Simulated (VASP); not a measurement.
# CaRu2Au (Cmcm) in VASP: relaxation of cell and atoms with PBE

Aim: the relaxation of cell and atoms of CaRu2Au with PBE.

Program: VASP 6.6.1. These are calculated values, not measurements. Logs are shortened: lines on timing, memory, paths and dates and some standing lists are left out, and cuts for length are marked.

**1. The cell of the first run**

Symmetry: Cmcm, No. 63, orthorhombic system. The conventional cell has a = 4.160 Å, b = 9.798 Å, c = 6.925 Å, α = 90.00°, β = 90.00°, γ = 90.00°. Ru (site symmetry m) has 3 Au at 2.57 to 2.60 Å and 4 Ru at 2.75 to 3.14 Å and 5 Ca at 3.01 to 3.24 Å within 3.4 Å. Within 3.4 Å of Au (site symmetry m2m) lie 6 Ru at 2.57 to 2.60 Å and 3 Ca at 2.80 to 2.95 Å. Within 3.8 Å of Ca (site symmetry m2m) lie 5 Au at 2.80 to 3.71 Å and 10 Ru at 3.01 to 3.24 Å and 2 Ca at 3.76 Å.

**2. Relaxation of cell and atoms, PBE**

INCAR reads:

```
  ALGO = Normal
  EDIFF = 1E-7
  EDIFFG = -0.03
  ENCUT = 500
  GGA = PE
  GGA_COMPAT = False
  IBRION = 2
  ISIF = 3
  ISMEAR = -1
  LASPH = True
  LCHARG = False
  LREAL = False
  LWAVE = False
  NELM = 120
  NELMIN = 4
  NSW = 80
  PREC = Accurate
  SIGMA = 0.1
```

KPOINTS reads:

```
k-points
0
Gamma
  6 6 3
```

POSCAR reads:

```
CaRu2Au
1.0
    4.1599710000      0.0000000000      0.0000000000
    2.0799860000     -4.8988020000      0.0000000000
    0.0000000000      0.0000000000     -6.9251420000
Ru Au Ca
4 2 2
Direct
    0.3641800000      0.2716400000      0.9487100000
    0.6358200000      0.7283600000      0.4487100000
    0.6358200000      0.7283600000      0.0512900000
    0.3641800000      0.2716400000      0.5512900000
    0.7884300000      0.4231400000      0.7500000000
    0.2115700000      0.5768600000      0.2500000000
    0.0745100000      0.8509800000      0.7500000000
    0.9254900000      0.1490200000      0.2500000000
```

Potentials or basis: VASP PAW PBE potentials, release 64 (Ru_pv, Au, Ca_sv).

On the command line:

```console
cat potpaw_PBE.64/Ru_pv/POTCAR potpaw_PBE.64/Au/POTCAR potpaw_PBE.64/Ca_sv/POTCAR > POTCAR
mpirun -np 1 vasp_std > vasp.out
```

OUTCAR:

```text
EDIFF = 1E-7
   EDIFFG = -0.03
   ENCUT = 500
   GGA = PE
   IBRION = 2
   ISIF = 3
   ISMEAR = -1
   LASPH = True
   LREAL = False
   NELM = 120
   NELMIN = 4
   NSW = 80
   PREC = Accurate

 ion  position               nearest neighbor table
   1  0.364  0.272  0.949-   6 2.57   5 2.60   5 2.60   4 2.75   3 2.75   8 3.01   8 3.01   3 3.14
                             3 3.14   7 3.15   7 3.24   7 3.24
   2  0.636  0.728  0.449-   5 2.57   6 2.60   6 2.60   3 2.75   4 2.75   7 3.01   7 3.01   4 3.14
                             4 3.14   8 3.15   8 3.24   8 3.24
   3  0.636  0.728  0.051-   5 2.57   6 2.60   6 2.60   2 2.75   1 2.75   7 3.01   7 3.01   1 3.14
                             1 3.14   8 3.15   8 3.24   8 3.24
   4  0.364  0.272  0.551-   6 2.57   5 2.60   5 2.60   1 2.75   2 2.75   8 3.01   8 3.01   2 3.14
                             2 3.14   7 3.15   7 3.24   7 3.24
   5  0.788  0.423  0.750-   2 2.57   3 2.57   1 2.60   4 2.60   1 2.60   4 2.60   7 2.80   7 2.95
                             7 2.95
   6  0.212  0.577  0.250-   1 2.57   4 2.57   2 2.60   3 2.60   3 2.60   2 2.60   8 2.80   8 2.95
                             8 2.95
   7  0.075  0.851  0.750-   5 2.80   5 2.95   5 2.95   3 3.01   2 3.01   3 3.01   2 3.01   1 3.15
                             4 3.15   1 3.24   4 3.24   4 3.24   1 3.24
   8  0.925  0.149  0.250-   6 2.80   6 2.95   6 2.95   4 3.01   1 3.01   4 3.01   1 3.01   3 3.15
                             2 3.15   3 3.24   2 3.24   2 3.24   3 3.24

  LATTYP: Found a base centered orthorhombic cell.
 ALAT       =     4.1599710000
 B/A-ratio  =     2.3552096878
 C/A-ratio  =     1.6647092011

  Lattice vectors:

 A1 = (   2.0799850000,   4.8988020000,   0.0000000000)
 A2 = (   2.0799860000,  -4.8988020000,   0.0000000000)
 A3 = (   0.0000000000,   0.0000000000,  -6.9251420000)

Analysis of symmetry for initial positions (statically):
=====================================================================
 Subroutine PRICEL returns:
 Original cell was already a primitive cell.

 Routine SETGRP: Setting up the symmetry group for a
 base centered orthorhombic supercell.

 Subroutine GETGRP returns: Found  8 space group operations
 (whereof  4 operations were pure point group operations)
 out of a pool of  8 trial point group operations.

The static configuration has the point symmetry C_2h.
 The point group associated with its full space group is D_2h.

Analysis of symmetry for dynamics (positions and initial velocities):
=====================================================================
 Subroutine PRICEL returns:
 Original cell was already a primitive cell.

 Routine SETGRP: Setting up the symmetry group for a
 base centered orthorhombic supercell.

 Subroutine GETGRP returns: Found  8 space group operations
 (whereof  4 operations were pure point group operations)
 out of a pool of  8 trial point group operations.

The dynamic configuration has the point symmetry C_2h.
 The point group associated with its full space group is D_2h.

 Subroutine INISYM returns: Found  8 space group operations
 (whereof  4 operations are pure point group operations),
 and found     1 'primitive' translations

----------------------------------------------------------------------------------------

                                     Primitive cell

  volume of cell :     141.1266

  direct lattice vectors                    reciprocal lattice vectors
     4.159971000  0.000000000  0.000000000     0.240386291  0.102065795  0.000000000
     2.079986000 -4.898802000  0.000000000     0.000000000 -0.204131541  0.000000000
     0.000000000  0.000000000 -6.925142000     0.000000000  0.000000000 -0.144401371

  length of vectors
     4.159971000  5.322086320  6.925142000     0.261157032  0.204131541  0.144401371

  position of ions in fractional coordinates (direct lattice)
     0.364180000  0.271640000  0.948710000
     0.635820000  0.728360000  0.448710000
     0.635820000  0.728360000  0.051290000
     0.364180000  0.271640000  0.551290000
     0.788430000  0.423140000  0.750000000
     0.211570000  0.576860000  0.250000000
     0.074510000  0.850980000  0.750000000
     0.925490000  0.149020000  0.250000000

  ion indices of the primitive-cell ions
   primitive index   ion index
                 1           1
                 2           2
                 3           3
                 4           4
                 5           5
                 6           6
                 7           7
                 8           8

----------------------------------------------------------------------------------------

 KPOINTS: k-points

Automatic generation of k-mesh.
 Grid dimensions read from file:
 generate k-points for:    6    6    3

 Generating k-lattice:

  Cartesian coordinates                     Fractional coordinates (reciprocal lattice)
     0.040064382  0.017010966  0.000000000     0.166666667  0.000000000  0.000000000
     0.000000000 -0.034021923  0.000000000     0.000000000  0.166666667  0.000000000
     0.000000000  0.000000000 -0.048133790     0.000000000  0.000000000  0.333333333

  Length of vectors
     0.043526172  0.034021923  0.048133790

  Shift w.r.t. Gamma in fractional coordinates (k-lattice)
     0.000000000  0.000000000  0.000000000

 Subroutine IBZKPT returns following result:
 ===========================================

 Found     26 irreducible k-points:

 Following reciprocal coordinates:
            Coordinates               Weight
  0.000000  0.000000  0.000000      1.000000
  0.166667  0.000000  0.000000      4.000000
  0.333333  0.000000  0.000000      4.000000
  0.500000 -0.000000  0.000000      2.000000
  0.000000  0.166667  0.000000      2.000000
  0.333333  0.166667  0.000000      2.000000
[... 16 lines left out ...]
  0.000000  0.333333  0.333333      4.000000
 -0.333333  0.333333  0.333333      4.000000
 [... further k-points ...]
   k-points           NKPTS =     26   k-points in BZ     NKDIM =     26   number of bands    NBANDS=     58
   number of dos      NEDOS =    301   number of ions     NIONS =      8
   total plane-waves  NPLWV =  64800
   dimension x,y,z NGX =    30 NGY =   40 NGZ =   54
   dimension x,y,z NGXF=    60 NGYF=   80 NGZF=  108
   ions per type =               4   2   2
   NGX,Y,Z   is equivalent  to a cutoff of  11.99, 12.49, 12.96 a.u.
   NGXF,Y,Z  is equivalent  to a cutoff of  23.98, 24.99, 25.93 a.u.
 SYSTEM =  unknown system
   PREC   = accura    normal or accurate (medium, high low for compatibility)
   ISTART =      0    job   : 0-new  1-cont  2-samecut
   ICHARG =      2    charge: 1-file 2-atom 10-const
   ISPIN  =      1    spin polarized calculation?
   LNONCOLLINEAR =      F non collinear calculations
   LSORBIT =      F    spin-orbit coupling
   LASPH  =      T    aspherical Exc in radial PAW
   ENCUT  =  500.0 eV  36.75 Ry    6.06 a.u.   7.58  9.70 12.63*2*pi/ulx,y,z
   NELM   =    120;   NELMIN=  4; NELMDL= -5     # of ELM steps
   EDIFF  = 0.1E-06   stopping-criterion for ELM
   LREAL  =      F    real-space projection
   EDIFFG = -.3E-01   stopping-criterion for IOM
   NSW    =     80    number of steps for IOM
   IBRION =      2    ionic relax: 0-MD 1-quasi-New 2-CG
   NFREE  =      1    steps in history (QN), initial steepest desc. (CG)
   ISIF   =      3    stress and relaxation
   ISYM   =      2    0-nonsym 1-usesym 2-fastsym
   POTIM  = 0.5000    time-step for ionic-motion
   TEBEG  =    0.0;   TEEND  =   0.0 temperature during run
   PSTRESS=    0.0 pullay stress
   NELECT =      98.0000    total number of electrons
   NUPDOWN=      -1.0000    fix difference up-down
   EMIN   =  10.00;   EMAX   =-10.00  energy-range for DOS
   EFERMI =   0.00;   METHOD = LEGACY
   ISMEAR =    -1;   SIGMA  =   0.10  broadening in eV -4-tet -1-fermi 0-gaus
   EFERMI_NEDOS =   21; number of points for ismear=-14 and -15
   IALGO  =     38    algorithm
   IMIX   =      4    mixing-type and parameters
     AMIX     =   0.40;   BMIX     =  1.00
     AMIX_MAG =   1.60;   BMIX_MAG =  1.00
  volume/ion in A,a.u.               =      17.64       119.05
  Fermi-wavevector in a.u.,A,eV,Ry     =   1.449708  2.739551 28.594733  2.101654
  Thomas-Fermi vector in A             =   2.567404
   LORBIT       =      0    0 simple, 1 ext, 2 COOP (PROOUT), +10 PAW based schemes
   GGA     = PE    functional components
   LHFCALC =     F    Hartree Fock is set to
   AEXX    =    0.0000 exact exchange contribution
   IVDW    =     0    specifies the selected vdW correction
   LEPSILON=     F    determine dielectric tensor
   LRPA    =     F    only Hartree local field effects (RPA)
 conjugate gradient relaxation of ions
 non-spin polarized calculation
  energy-cutoff  :      500.00
  volume of cell :      141.13
 maximum number of plane-waves:      3611
   NGX = 15   NGY = 19   NGZ = 25

--------------------------------------- Ionic step        1  -------------------------------------------

 number of electron      97.9999997 magnetization

 Free energy of the ion-electron system (eV)
  ---------------------------------------------------
  ext. energy  EPLUGINS =         0.00000000
  ---------------------------------------------------
  free energy    TOTEN  =       -43.91045735 eV

  energy without entropy =      -43.57729902  energy(sigma->0) =      -43.74387819

------------------------ aborting loop because EDIFF is reached ----------------------------------------

  FORCE on cell =-STRESS in cart. coord.  units (eV):
  Direction    XX          YY          ZZ          XY          YZ          ZX
  --------------------------------------------------------------------------------------
  -------------------------------------------------------------------------------------
  Total       14.3688524      0.9022939     12.9109831     -0.0000001      0.0000000      0.0000000
  in kB      163.1262283     10.2435323    146.5753777     -0.0000010      0.0000000      0.0000000
  external PRESSURE =     106.6483794 kB  Pullay stress =       0.0000000 kB
[... 107 lines left out ...]
  FREE ENERGIE OF THE ION-ELECTRON SYSTEM (eV)
  ---------------------------------------------------
  free  energy   TOTEN  =       -44.7456512373 eV

  energy  without entropy=      -44.3879209783  energy(sigma->0) =      -44.56678611

[... ionic steps 4 to 20 ...]

--------------------------------------- Ionic step       21  -------------------------------------------

 number of electron      98.0000010 magnetization

------------------------ aborting loop because EDIFF is reached ----------------------------------------

  FORCE on cell =-STRESS in cart. coord.  units (eV):
  Direction    XX          YY          ZZ          XY          YZ          ZX
  --------------------------------------------------------------------------------------
  -------------------------------------------------------------------------------------
  Total        0.0237562      0.0071226      0.1742101     -0.0000000     -0.0000000      0.0000000
  in kB        0.2476883      0.0742623      1.8163593     -0.0000000     -0.0000000      0.0000000
  external PRESSURE =       0.7127700 kB  Pullay stress =       0.0000000 kB
[... 69 lines left out ...]
  energy  without entropy=      -45.8925751588  energy(sigma->0) =      -46.03693138

--------------------------------------- Ionic step       23  -------------------------------------------

 number of electron      98.0000014 magnetization

 Free energy of the ion-electron system (eV)
  ---------------------------------------------------
  ext. energy  EPLUGINS =         0.00000000
  ---------------------------------------------------
  free energy    TOTEN  =       -46.18197219 eV

  energy without entropy =      -45.89478022  energy(sigma->0) =      -46.03837621

 E-fermi :   7.3420     XC(G=0): -11.5465

 val. band max:        7.3390066058   @ k =   0.3333   0.0000   0.3333
 cond. band min:       7.3583292770   @ k =   0.0000   0.0000   0.0000
 fundamental gap:      0.0193226712
 Fermi energy:         7.3420186346

 k-point     1 :       0.0000    0.0000    0.0000
  band No.  band energies     occupation
      1     -36.1644      2.00000
      2     -35.9551      2.00000
      3     -35.6052      2.00000
      4     -35.3446      2.00000
      5     -35.1694      2.00000
      6     -35.0921      2.00000
[... 1453 lines left out ...]
     57      10.2739      0.00000
     58      10.3381      0.00000

 [... further k-points ...]

------------------------ aborting loop because EDIFF is reached ----------------------------------------

  FORCE on cell =-STRESS in cart. coord.  units (eV):
  Direction    XX          YY          ZZ          XY          YZ          ZX
  --------------------------------------------------------------------------------------
  -------------------------------------------------------------------------------------
  Total        0.0213607     -0.1025388      0.1502245      0.0000000      0.0000000      0.0000000
  in kB        0.2224101     -1.0676476      1.5641578      0.0000001      0.0000000      0.0000000
  external PRESSURE =       0.2396401 kB  Pullay stress =       0.0000000 kB
[... 23 lines left out ...]
  FREE ENERGIE OF THE ION-ELECTRON SYSTEM (eV)
  ---------------------------------------------------
  free  energy   TOTEN  =       -46.1819721923 eV

  energy  without entropy=      -45.8947802229  energy(sigma->0) =      -46.03837621

 reached required accuracy - stopping structural energy minimisation
```

Run time: 45 min. Hardware: 1 thread of Intel Xeon Platinum 8488C (Sapphire Rapids), shared host; peak memory 0.36 GiB.

What came out:

| Item | Value |
| --- | --- |
| Free energy | -46.1820 eV |
| Relaxed volume | 19.23 Å³/atom |
| Relaxed cell | a = 4.652 Å, b = 5.519 Å, c = 6.609 Å, α = 90.00°, β = 90.00°, γ = 65.08° |
| Space group after relaxing (to 0.1 Å) | Cmcm (No. 63) |
| Energy gained by relaxing | 283.9 meV/atom |
| Ionic steps | 23 |
| Pressure after relaxing | 0.0 GPa |
| Largest force after relaxing | 0.023 eV/Å |
| Band gap on the k mesh | zero (bands 49 and 50 overlap by 0.24 eV) |

Forces in eV/Å, atoms in the order of the input:
```
Ru   0.000  0.014 -0.018
Ru   0.000 -0.014 -0.018
Ru   0.000 -0.014  0.018
Ru   0.000  0.014  0.018
Au   0.000  0.011  0.000
Au   0.000 -0.011  0.000
Ca   0.000 -0.003  0.000
Ca   0.000  0.003  0.000
```

The path:
| step | energy change (eV) | largest force (eV/Å) | pressure (GPa) | volume (Å³) |
| --- | --- | --- | --- | --- |
| 1 | 0.0000 | 1.8949 | 10.66 | 141.13 |
| 2 | -0.5960 | 1.1629 | -10.42 | 166.19 |
| 3 | -0.8352 | 1.3122 | -4.84 | 156.31 |
| 4 | -1.4845 | 0.9400 | -1.42 | 151.72 |
| 5 | -1.5472 | 0.9955 | 1.04 | 149.77 |
| 6 | -1.8471 | 0.6917 | 2.75 | 149.75 |
| 7 | -1.8632 | 1.0047 | 3.54 | 149.72 |
| 8 | -2.1394 | 0.4452 | -0.31 | 154.64 |
| 9 | -2.1603 | 0.5355 | -1.51 | 156.85 |
| 10 | -2.1610 | 0.5233 | -1.34 | 156.50 |
| 11 | -2.1994 | 0.4467 | 0.11 | 154.68 |
| 12 | -2.2060 | 0.3952 | 1.04 | 153.59 |
| 13 | -2.2353 | 0.2841 | 0.23 | 154.26 |
| 14 | -2.2467 | 0.2719 | -0.60 | 155.00 |
| 15 | -2.2603 | 0.1659 | 0.07 | 154.06 |
| 16 | -2.2608 | 0.1831 | 0.25 | 153.82 |
| 17 | -2.2649 | 0.1412 | -0.15 | 154.13 |
| 18 | -2.2659 | 0.1088 | -0.45 | 154.38 |
| 19 | -2.2685 | 0.0666 | -0.02 | 153.78 |
| 20 | -2.2688 | 0.0684 | 0.17 | 153.53 |
| 21 | -2.2699 | 0.0564 | 0.07 | 153.67 |
| 22 | -2.2708 | 0.0665 | -0.13 | 153.97 |
| 23 | -2.2715 | 0.0232 | 0.02 | 153.88 |

Final structure:
```
Ru Au Ca
1.0
     4.65166    0.00000    0.00000
     2.32583   -5.00539    0.00000
     0.00000    0.00000   -6.60883
Ru Au Ca
4 2 2
Direct
  0.39356 0.21289 0.93421
  0.60644 0.78711 0.43421
  0.60644 0.78711 0.06579
  0.39356 0.21289 0.56579
  0.79367 0.41266 0.75000
  0.20633 0.58734 0.25000
  0.09102 0.81796 0.75000
  0.90898 0.18204 0.25000
```

Levels at points of the mesh, in eV from the Fermi level:
```
           k point  band 47  band 48  band 49  band 50  band 51  band 52
(0.00, 0.00, 0.00)    -0.73    -0.71     0.02     0.31     0.60     0.83
(0.50, 0.00, 0.00)    -0.37    -0.33    -0.19    -0.09     0.29     0.68
(0.00, 0.50, 0.00)    -0.74    -0.42    -0.24     0.83     0.98     1.09
```

Caveat: spin-orbit coupling is left out, which moves the levels of the heavy elements.
